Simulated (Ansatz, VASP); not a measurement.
Two plane-wave programs on Ir

INCAR

```
SYSTEM = Ir
PREC = Accurate
ENCUT = 520
EDIFF = 1E-6
ISMEAR = 0
SIGMA = 0.15
LREAL = .FALSE.
LASPH = .TRUE.
NELM = 80
ALGO = Normal
ISIF = 2
LWAVE = .FALSE.
LCHARG = .FALSE.
GGA = PE
NBANDS = 10
```

The input KPOINTS:

```
Automatic mesh
0
G
  22 22 22
  0 0 0
```

File POSCAR:

```
Ir
1.0
    0.0000000000      1.8380815451      2.1450411631
    1.8380815451      0.0000000000      2.1450411631
    1.8380815451      1.8380815451      0.0000000000
Ir
1
Direct
    0.0000000000      0.0000000000      0.0000000000
```

Input for Ansatz:

```yaml
crystal:
  lattice:
    - [0.0, 1.8380815451, 2.1450411631]
    - [1.8380815451, 0.0, 2.1450411631]
    - [1.8380815451, 1.8380815451, 0.0]
  atoms:
    - { symbol: Ir, position: [0.0, 0.0, 0.0] }
basis:
  ecutwfc: 420
kpoints:
  mp_grid: { grid: [22, 22, 22] }
hamiltonian:
  xc: pbe
  pseudopotentials: { kind: paw, azcp: { folder: soft_1 } }
scf:
  occupations: { method: gaussian, width: 0.15 }
output:
  forces: true
  stress: true
  eigenvalues: true
```

Alike in both runs: task single point; functional PBE; k mesh 22 × 22 × 22; occupations gaussian, width 0.15 eV; no spin polarisation.

```csv
,VASP,Ansatz
version,VASP 6.6.1,Ansatz 0.2.0
potentials or method,"VASP PAW PBE potentials, release 64 (Ir), cutoff 520 eV","scalar-relativistic, plane waves, PAW"
valence electrons in the cell,9,17
```

Ansatz gave:

| Property | Result |
| --- | --- |
| gap on the k mesh at the Fermi level (eV) | none |
| pressure (GPa) | 6.1 |
| traceless stress, the component that is largest in VASP (GPa) | -34.72 |

Task: Which values does VASP return?

Result: gap on the k mesh at the Fermi level (eV): none; pressure (GPa): 6.7; traceless stress, the component that is largest in VASP (GPa): -34.53.

A gap of «none» marks a metal or a gap that the smearing closes. With one functional, cell and mesh, what is left measures potentials, basis and numerics. VASP's potentials hold 9 valence electrons a cell and Ansatz's 17, so a difference there can come from the potentials and not from the codes.

Spin-orbit coupling is off throughout.
